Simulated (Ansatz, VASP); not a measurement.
**One calculation of Hf, two programs**

INCAR

```
SYSTEM = Hf
PREC = Accurate
ENCUT = 520
EDIFF = 1E-6
ISMEAR = 0
SIGMA = 0.15
LREAL = .FALSE.
LASPH = .TRUE.
NELM = 80
ALGO = Fast
ISIF = 2
LWAVE = .FALSE.
LCHARG = .FALSE.
NBANDS = 11
```

Contents of KPOINTS:

```
regular mesh
0
G
  20 20 20
  0 0 0
```

The input POSCAR:

```
Hf
1.0
    0.0000000000      2.2951024137      1.9666732583
    2.2951024137      0.0000000000      1.9666732583
    2.2951024137      2.2951024137      0.0000000000
Hf
1
Direct
    0.0000000000      0.0000000000      0.0000000000
```

Input for Ansatz:

```yaml
crystal:
  lattice:
    - [0.0, 2.2951024137, 1.9666732583]
    - [2.2951024137, 0.0, 1.9666732583]
    - [2.2951024137, 2.2951024137, 0.0]
  atoms:
    - { symbol: Hf, position: [0.0, 0.0, 0.0] }
basis:
  ecutwfc: 420
kpoints:
  mp_grid: { grid: [20, 20, 20] }
hamiltonian:
  xc: lda
scf:
  occupations: { method: gaussian, width: 0.15 }
output:
  forces: true
  stress: true
  eigenvalues: true
```

Alike in both runs: task single point; functional LDA; k mesh 20 × 20 × 20; occupations gaussian, width 0.15 eV; no spin polarisation.

|  | VASP | Ansatz |
| --- | --- | --- |
| version | VASP 6.6.1 | Ansatz 0.2.0 |
| potentials or method | VASP PAW LDA potentials, release 64 (Hf_pv), cutoff 520 eV | scalar-relativistic, plane waves, PAW |
| valence electrons in the cell | 10 | 26 |

|  | VASP | Ansatz | Ansatz less VASP |
| --- | --- | --- | --- |
| gap on the k mesh at the Fermi level (eV) | none | none | - |
| pressure (GPa) | -0.2 | -0.3 | -0.06 |
| traceless stress, the component that is largest in VASP (GPa) | 3.18 | 3.12 | -0.063 |

LDA's correlation is that of Perdew and Zunger in VASP and of Perdew and Wang (1992) in Ansatz. A gap of «none» marks a metal or a gap that the smearing closes. VASP's potentials hold 10 valence electrons a cell and Ansatz's 26, so a difference there can come from the potentials and not from the codes.

Spin-orbit coupling is off throughout.
